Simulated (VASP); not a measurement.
Set up this calculation in VASP 6.6.1, as the native input.

| Quantity | Value |
| --- | --- |
| Task | density of states |
| Functional | PBE |
| Potentials or basis | VASP PAW PBE potentials, release 64 (Ta_pv) |
| Cutoff | 520 eV |
| k mesh | 12 × 12 × 12 |
| Occupations | fermi-dirac, width 0.08 eV |
| Spin | no spin polarisation |
| Dipole correction | no |
| k mesh for the DOS | 18 × 18 × 18 |
| Occupations for the DOS | tetrahedron |
| Further INCAR settings | ALGO = Normal; EDIFF = 1e-06; NBANDS = 18 |

Crystal: Ta.

```
Ta
1.0
     0.00000    3.05166    3.05166
     3.05166    0.00000    3.05166
     3.05166    3.05166    0.00000
Ta
2
Cartesian
  -0.7629 -0.7629 -0.7629
  0.7629 0.7629 0.7629
```

The input as run:

POSCAR

```
Ta
1.0
    0.0000000000      3.0516571939      3.0516571939
    3.0516571939      0.0000000000      3.0516571939
    3.0516571939      3.0516571939      0.0000000000
Ta
2
Direct
   -0.1250000000     -0.1250000000     -0.1250000000
    0.1250000000      0.1250000000      0.1250000000
```

INCAR.step1

```
ALGO = Normal ; EDIFF = 1E-6
ENCUT = 520 ; GGA = PE
ISIF = 2 ; ISMEAR = -1
LASPH = T ; LCHARG = T
LMAXMIX = 4 ; LREAL = F
LWAVE = F ; NBANDS = 18
NELM = 100 ; PREC = Accurate
SIGMA = 0.08
```

KPOINTS.step1

```
k-points
0
Gamma
  12 12 12
```

INCAR.step2

```
ALGO = Normal ; EDIFF = 1E-6
ENCUT = 520 ; GGA = PE
ICHARG = 11 ; ISIF = 2
ISMEAR = -5 ; LASPH = T
LCHARG = F ; LMAXMIX = 4
LORBIT = 11 ; LREAL = F
LWAVE = F ; NBANDS = 18
NEDOS = 1001 ; NELM = 100
PREC = Accurate ; SIGMA = 0.08
```

KPOINTS.step2

```
k-points
0
Gamma
  18 18 18
```

Potentials or basis: VASP PAW PBE potentials, release 64 (Ta_pv).

Run with:

```sh
$ cat potpaw_PBE.64/Ta_pv/POTCAR > POTCAR
$ cp INCAR.step1 INCAR
$ cp KPOINTS.step1 KPOINTS
$ mpirun -np 1 vasp_std > vasp.out
$ cp INCAR.step2 INCAR
$ cp KPOINTS.step2 KPOINTS
$ mpirun -np 1 vasp_std > vasp.out
```

Results of the run:

```yaml
Valence_electrons_inside_the_program's_atomic_spheres: Ta 8.98
```

Caveat: spin-orbit coupling is left out, which moves the levels of the heavy elements.

Wall time 2 min on 1 thread of Intel Xeon 6975P-C, on a shared host, peak memory 0.29 GiB.
